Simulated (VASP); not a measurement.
# PbS (Fm-3m) in VASP: notebook

PbS is run at these levels: HF; tasks: single point.

Program: VASP 6.6.1. These are calculated values, not measurements. Logs are shortened: lines on timing, memory, paths and dates and some standing lists are left out, and cuts for length are marked.

### 1 The cell of the first run

The structure is cubic, space group Fm-3m (No. 225). The conventional cell has a = 5.851 Å, b = 5.851 Å, c = 5.851 Å, α = 90.00°, β = 90.00°, γ = 90.00°. Within 3.9 Å of Pb (site symmetry m-3m) lie 6 S at 2.93 Å. Within 3.9 Å of S (site symmetry m-3m) lie 6 Pb at 2.93 Å.

### 2 Single point, HF

Input file POSCAR:

```
PbS
1.0
    0.0000000000      2.9256673838      2.9256673838
    2.9256673838      0.0000000000      2.9256673838
    2.9256673838      2.9256673838      0.0000000000
Pb S
1 1
Direct
    0.0000000000      0.0000000000      0.0000000000
    0.5000000000      0.5000000000      0.5000000000
```

Input file INCAR.step1:

```
SYSTEM = PbS
ALGO = Normal
EDIFF = 1E-5
ENCUT = 520
GGA = PE
ISIF = 2
ISMEAR = -1
LASPH = .TRUE.
LREAL = .FALSE.
LWAVE = .TRUE.
NBANDS = 17
NELM = 80
PREC = Accurate
SIGMA = 0.05
```

Input file INCAR.step2:

```
SYSTEM = PbS
AEXX = 1.0
AGGAC = 0.0
ALDAC = 0.0
ALGO = Normal
EDIFF = 1E-7
ENCUT = 520
GGA = PE
ISIF = 2
ISMEAR = -1
ISTART = 1
LASPH = .TRUE.
LCHARG = .TRUE.
LELF = .TRUE.
LHFCALC = .TRUE.
LREAL = .FALSE.
LVHAR = .TRUE.
LWAVE = .FALSE.
NBANDS = 17
NELM = 80
PREC = Accurate
PRECFOCK = Normal
SIGMA = 0.05
```

Input file KPOINTS:

```
k-points
0
G
  4 4 4
  0 0 0
```

Potentials or basis: VASP PAW PBE potentials, release 64 (Pb_d, S).

Run with:

```sh
cat potpaw_PBE.64/Pb_d/POTCAR potpaw_PBE.64/S/POTCAR > POTCAR
cp INCAR.step1 INCAR
mpirun -np 1 vasp_std > vasp.out
cp INCAR.step2 INCAR
mpirun -np 1 vasp_std > vasp.out
```

OUTCAR:

```text
SYSTEM = PbS
   AEXX = 1.0
   EDIFF = 1E-7
   ENCUT = 520
   GGA = PE
   ISIF = 2
   ISMEAR = -1
   ISTART = 1
   LASPH = .TRUE.
   LHFCALC = .TRUE.
   LREAL = .FALSE.
   NELM = 80
   PREC = Accurate
   PRECFOCK = Normal

 ion  position               nearest neighbor table
   1  0.000  0.000  0.000-   2 2.93   2 2.93   2 2.93   2 2.93   2 2.93   2 2.93
   2  0.500  0.500  0.500-   1 2.93   1 2.93   1 2.93   1 2.93   1 2.93   1 2.93

  LATTYP: Found a face centered cubic cell.
 ALAT       =     5.8513347676

  Lattice vectors:

 A1 = (   0.0000000000,   2.9256673838,   2.9256673838)
 A2 = (   2.9256673838,   0.0000000000,   2.9256673838)
 A3 = (   2.9256673838,   2.9256673838,   0.0000000000)

Analysis of symmetry for initial positions (statically):
=====================================================================
 Subroutine PRICEL returns:
 Original cell was already a primitive cell.

 Routine SETGRP: Setting up the symmetry group for a
 face centered cubic supercell.

 Subroutine GETGRP returns: Found 48 space group operations
 (whereof 48 operations were pure point group operations)
 out of a pool of 48 trial point group operations.

The static configuration has the point symmetry O_h .

Analysis of symmetry for dynamics (positions and initial velocities):
=====================================================================
 Subroutine PRICEL returns:
 Original cell was already a primitive cell.

 Routine SETGRP: Setting up the symmetry group for a
 face centered cubic supercell.

 Subroutine GETGRP returns: Found 48 space group operations
 (whereof 48 operations were pure point group operations)
 out of a pool of 48 trial point group operations.

The dynamic configuration has the point symmetry O_h .

 Subroutine INISYM returns: Found 48 space group operations
 (whereof 48 operations are pure point group operations),
 and found     1 'primitive' translations

----------------------------------------------------------------------------------------

                                     Primitive cell

  volume of cell :      50.0847

  direct lattice vectors                    reciprocal lattice vectors
     0.000000000  2.925667384  2.925667384    -0.170901177  0.170901177  0.170901177
     2.925667384  0.000000000  2.925667384     0.170901177 -0.170901177  0.170901177
     2.925667384  2.925667384  0.000000000     0.170901177  0.170901177 -0.170901177

  length of vectors
     4.137518493  4.137518493  4.137518493     0.296009522  0.296009522  0.296009522

  position of ions in fractional coordinates (direct lattice)
     0.000000000  0.000000000  0.000000000
     0.500000000  0.500000000  0.500000000

  ion indices of the primitive-cell ions
   primitive index   ion index
                 1           1
                 2           2

----------------------------------------------------------------------------------------

 KPOINTS: k-points

Automatic generation of k-mesh.
 Grid dimensions read from file:
 generate k-points for:    4    4    4

 Generating k-lattice:

  Cartesian coordinates                     Fractional coordinates (reciprocal lattice)
    -0.042725294  0.042725294  0.042725294     0.250000000  0.000000000  0.000000000
     0.042725294 -0.042725294  0.042725294     0.000000000  0.250000000  0.000000000
     0.042725294  0.042725294 -0.042725294     0.000000000  0.000000000  0.250000000

  Length of vectors
     0.074002380  0.074002380  0.074002380

  Shift w.r.t. Gamma in fractional coordinates (k-lattice)
     0.000000000  0.000000000  0.000000000

 Subroutine IBZKPT returns following result:
 ===========================================

 Found      8 irreducible k-points:

 Following reciprocal coordinates:
            Coordinates               Weight
  0.000000  0.000000  0.000000      1.000000
  0.250000  0.000000  0.000000      8.000000
  0.500000  0.000000  0.000000      4.000000
  0.250000  0.250000  0.000000      6.000000
  0.500000  0.250000  0.000000     24.000000
 -0.250000  0.250000  0.000000     12.000000
  0.500000  0.500000  0.000000      3.000000
 -0.250000  0.500000  0.250000      6.000000
   k-points           NKPTS =      8   k-points in BZ     NKDIM =     64   number of bands    NBANDS=     17
   number of dos      NEDOS =    301   number of ions     NIONS =      2
   total plane-waves  NPLWV =  32768
   dimension x,y,z NGX =    32 NGY =   32 NGZ =   32
   dimension x,y,z NGXF=    64 NGYF=   64 NGZF=   64
   ions per type =               1   1
   NGX,Y,Z   is equivalent  to a cutoff of  12.86, 12.86, 12.86 a.u.
   NGXF,Y,Z  is equivalent  to a cutoff of  25.72, 25.72, 25.72 a.u.
 SYSTEM =  PbS
   PREC   = accura    normal or accurate (medium, high low for compatibility)
   ISTART =      1    job   : 0-new  1-cont  2-samecut
   ICHARG =      0    charge: 1-file 2-atom 10-const
   ISPIN  =      1    spin polarized calculation?
   LNONCOLLINEAR =      F non collinear calculations
   LSORBIT =      F    spin-orbit coupling
   LASPH  =      T    aspherical Exc in radial PAW
   ENCUT  =  520.0 eV  38.22 Ry    6.18 a.u.   7.69  7.69  7.69*2*pi/ulx,y,z
   NELM   =     80;   NELMIN=  2; NELMDL=  0     # of ELM steps
   EDIFF  = 0.1E-06   stopping-criterion for ELM
   LREAL  =      F    real-space projection
   EDIFFG = 0.1E-05   stopping-criterion for IOM
   NSW    =      0    number of steps for IOM
   IBRION =     -1    ionic relax: 0-MD 1-quasi-New 2-CG
   NFREE  =      0    steps in history (QN), initial steepest desc. (CG)
   ISIF   =      2    stress and relaxation
   ISYM   =      3    0-nonsym 1-usesym 2-fastsym
   POTIM  = 0.5000    time-step for ionic-motion
   TEBEG  =    0.0;   TEEND  =   0.0 temperature during run
   PSTRESS=    0.0 pullay stress
   NELECT =      20.0000    total number of electrons
   NUPDOWN=      -1.0000    fix difference up-down
   EMIN   =  10.00;   EMAX   =-10.00  energy-range for DOS
   EFERMI =   0.00;   METHOD = LEGACY
   ISMEAR =    -1;   SIGMA  =   0.05  broadening in eV -4-tet -1-fermi 0-gaus
   EFERMI_NEDOS =   21; number of points for ismear=-14 and -15
   IALGO  =     38    algorithm
   IMIX   =      1    mixing-type and parameters
     AMIX     =   0.40;   BMIX     =  1.00
     AMIX_MAG =   1.60;   BMIX_MAG =  1.00
  volume/ion in A,a.u.               =      25.04       168.99
  Fermi-wavevector in a.u.,A,eV,Ry     =   1.205544  2.278149 19.773855  1.453337
  Thomas-Fermi vector in A             =   2.341238
   LORBIT       =      0    0 simple, 1 ext, 2 COOP (PROOUT), +10 PAW based schemes
   GGA     = PE    functional components
   LHFCALC =     T    Hartree Fock is set to
   PRECFOCK=normal    Normal, Fast or Accurate (Low or Medium for compatibility)
   ENCUT4O =  -1.0   cutoff for four orbital integrals eV
   NKREDX  =     1    reduce k-point grid by
   NKREDY  =     1    reduce k-point grid by
   NKREDZ  =     1    reduce k-point grid by
   AEXX    =    1.0000 exact exchange contribution
   HFSCREEN=    0.0000 screening length (either q_TF or 0.3 A-1)
   HFSCREENC=   0.0000 screening length for correlation (either q_TF or 0.3 A-1)
   ENCUTFOCK=  -1.0 apply spherical cutoff to Coloumb kernel
   IVDW    =     0    specifies the selected vdW correction
   LEPSILON=     F    determine dielectric tensor
   LRPA    =     F    only Hartree local field effects (RPA)
 non-spin polarized calculation
  energy-cutoff  :      520.00
  volume of cell :       50.08
 maximum number of plane-waves:      1363
 NGX is ok and might be reduce to    32
  NGX = 24; NGY = 24; NGZ = 24

 number of electron      19.9999996 magnetization

 Free energy of the ion-electron system (eV)
  ---------------------------------------------------
  ext. energy  EPLUGINS =         0.00000000
  ---------------------------------------------------
  free energy    TOTEN  =       -17.60023752 eV

  energy without entropy =      -17.60023752  energy(sigma->0) =      -17.60023752

 E-fermi :   6.2919     XC(G=0):   0.0000

 val. band max:        5.1961390790   @ k =   0.5000   0.0000   0.0000
 cond. band min:      10.4571575677   @ k =   0.5000   0.0000   0.0000
 fundamental gap:      5.2610184887
 Fermi energy:         6.2918847836

 k-point     1 :       0.0000    0.0000    0.0000
  band No.  band energies     occupation
      1     -18.7790      2.00000
      2     -18.7790      2.00000
      3     -18.7294      2.00000
      4     -18.7294      2.00000
      5     -18.7294      2.00000
      6     -15.2669      2.00000
      7      -2.2460      2.00000
      8       0.9936      2.00000
      9       0.9936      2.00000
     10       0.9936      2.00000
     11      16.9592      0.00000
     12      16.9592      0.00000
     13      16.9592      0.00000
     14      17.8048      0.00000
     15      17.8048      0.00000
     16      17.8048      0.00000
     17      19.8151      0.00000

 k-point     2 :       0.2500    0.0000    0.0000
  band No.  band energies     occupation
      1     -18.8054      2.00000
      2     -18.8054      2.00000
      3     -18.7300      2.00000
      4     -18.7078      2.00000
      5     -18.7078      2.00000
      6     -14.5875      2.00000
      7      -5.2072      2.00000
      8       1.2153      2.00000
      9       1.2153      2.00000
     10       3.4855      2.00000
     11      12.8710      0.00000
     12      13.9431      0.00000
     13      13.9431      0.00000
     14      18.0773      0.00000
     15      19.4218      0.00000
     16      19.4218      0.00000
     17      24.0194      0.00000

 k-point     3 :       0.5000    0.0000    0.0000
  band No.  band energies     occupation
      1     -18.8342      2.00000
      2     -18.8342      2.00000
      3     -18.7325      2.00000
      4     -18.6834      2.00000
      5     -18.6834      2.00000
      6     -13.6316      2.00000
      7      -7.4348      2.00000
      8       1.4755      2.00000
      9       1.4755      2.00000
     10       5.1961      2.00000
     11      10.4572      0.00000
     12      12.2475      0.00000
     13      12.2475      0.00000
     14      20.4331      0.00000
     15      22.2804      0.00000
     16      22.2804      0.00000
     17      22.8491      0.00000

 k-point     4 :       0.2500    0.2500    0.0000
  band No.  band energies     occupation
      1     -18.8941      2.00000
      2     -18.7650      2.00000
      3     -18.7440      2.00000
      4     -18.6971      2.00000
      5     -18.6971      2.00000
      6     -14.2986      2.00000
      7      -4.6678      2.00000
      8       0.0876      2.00000
      9       0.0876      2.00000
     10       2.3670      2.00000
     11      13.0190      0.00000
     12      15.2573      0.00000
     13      16.4528      0.00000
     14      16.4528      0.00000
     15      21.8164      0.00000
     16      22.1801      0.00000
     17      22.1802      0.00000

 k-point     5 :       0.5000    0.2500    0.0000
  band No.  band energies     occupation
      1     -18.9508      2.00000
      2     -18.7909      2.00000
      3     -18.7339      2.00000
      4     -18.6881      2.00000
      5     -18.6744      2.00000
      6     -13.2799      2.00000
      7      -6.3020      2.00000
      8      -1.0211      2.00000
      9       0.1952      2.00000
     10       1.8270      2.00000
     11      13.5201      0.00000
     12      14.7982      0.00000
     13      15.5055      0.00000
     14      17.5694      0.00000
     15      22.8037      0.00000
     16      23.0016      0.00000
     17      23.8799      0.00000

 k-point     6 :      -0.2500    0.2500    0.0000
  band No.  band energies     occupation
      1     -18.8692      2.00000
      2     -18.8232      2.00000
      3     -18.7163      2.00000
      4     -18.7019      2.00000
      5     -18.6930      2.00000
      6     -13.6647      2.00000
      7      -6.3262      2.00000
      8      -1.1124      2.00000
      9       1.3599      2.00000
     10       3.9314      2.00000
     11      11.7311      0.00000
     12      12.8921      0.00000
     13      15.3452      0.00000
     14      19.8087      0.00000
     15      20.7169      0.00000
     16      21.8935      0.00000
     17      23.0183      0.00000

 k-point     7 :       0.5000    0.5000    0.0000
  band No.  band energies     occupation
      1     -19.0664      2.00000
      2     -18.7587      2.00000
      3     -18.7511      2.00000
      4     -18.6613      2.00000
      5     -18.6613      2.00000
      6     -12.8774      2.00000
      7      -4.2069      2.00000
      8      -3.2442      2.00000
      9      -0.7670      2.00000
     10      -0.7670      2.00000
     11      14.1387      0.00000
     12      17.6301      0.00000
     13      17.7206      0.00000
     14      17.7206      0.00000
     15      23.6820      0.00000
     16      24.8810      0.00000
     17      24.8810      0.00000

 k-point     8 :      -0.2500    0.5000    0.2500
  band No.  band energies     occupation
      1     -18.9902      2.00000
      2     -18.7956      2.00000
      3     -18.7125      2.00000
      4     -18.7125      2.00000
      5     -18.6612      2.00000
      6     -12.8774      2.00000
      7      -5.7076      2.00000
      8      -2.1349      2.00000
      9      -2.1349      2.00000
     10       3.1103      2.00000
     11      12.7680      0.00000
     12      15.9077      0.00000
     13      15.9077      0.00000
     14      20.1769      0.00000
     15      20.1769      0.00000
     16      24.7537      0.00000
     17      24.8751      0.00000

------------------------ aborting loop because EDIFF is reached ----------------------------------------

  FORCE on cell =-STRESS in cart. coord.  units (eV):
  Direction    XX          YY          ZZ          XY          YZ          ZX
  --------------------------------------------------------------------------------------
  -------------------------------------------------------------------------------------
  Total        3.4598537      3.4598537      3.4598537     -0.0000000     -0.0000000      0.0000000
  in kB      110.6785535    110.6785535    110.6785535     -0.0000000     -0.0000000      0.0000000
  external PRESSURE =     110.6785535 kB  Pullay stress =       0.0000000 kB

 VOLUME and BASIS-vectors are now :
 -----------------------------------------------------------------------------
  energy-cutoff  :      520.00
  volume of cell :       50.08
      direct lattice vectors                 reciprocal lattice vectors
     0.000000000  2.925667384  2.925667384    -0.170901177  0.170901177  0.170901177
     2.925667384  0.000000000  2.925667384     0.170901177 -0.170901177  0.170901177
     2.925667384  2.925667384  0.000000000     0.170901177  0.170901177 -0.170901177

 POSITION                                       TOTAL-FORCE (eV/Angst)
 -----------------------------------------------------------------------------------
      0.00000      0.00000      0.00000        -0.000000     -0.000000     -0.000000
      2.92567      2.92567      2.92567         0.000000      0.000000      0.000000
 -----------------------------------------------------------------------------------
    total drift:                               -0.000000      0.000000     -0.000001

  FREE ENERGIE OF THE ION-ELECTRON SYSTEM (eV)
  ---------------------------------------------------
  free  energy   TOTEN  =       -17.6002375199 eV

  energy  without entropy=      -17.6002375199  energy(sigma->0) =      -17.60023752
```

Run time: 11 min. Hardware: 1 thread of Intel Xeon Platinum 8488C (Sapphire Rapids), shared host; peak memory 0.18 GiB.

What came out:

| Item | Value |
| --- | --- |
| Free energy | -17.6002 eV |
| Pressure | 11.1 GPa |
| Band gap on the k mesh | 5.26 eV |

Levels at points of the mesh, in eV from the valence-band top:
```csv
k point,band 7,band 8,band 9,band 10,band 11,band 12,band 13,band 14
"(0.00, 0.00, 0.00)",-7.44,-4.20,-4.20,-4.20,11.76,11.76,11.76,12.61
"(0.50, 0.00, 0.00)",-12.63,-3.72,-3.72,0.00,5.26,7.05,7.05,15.24
"(0.50, 0.50, 0.00)",-9.40,-8.44,-5.96,-5.96,8.94,12.43,12.52,12.52
```

Caveat: the k points lie up to 0.46 Å⁻¹ apart; the PAW data sets were made with another functional, which shifts forces and pressure a little; spin-orbit coupling is left out, which moves the levels of the heavy elements. A k mesh can miss the band edges.

(Part 1 of 2 ends here.)
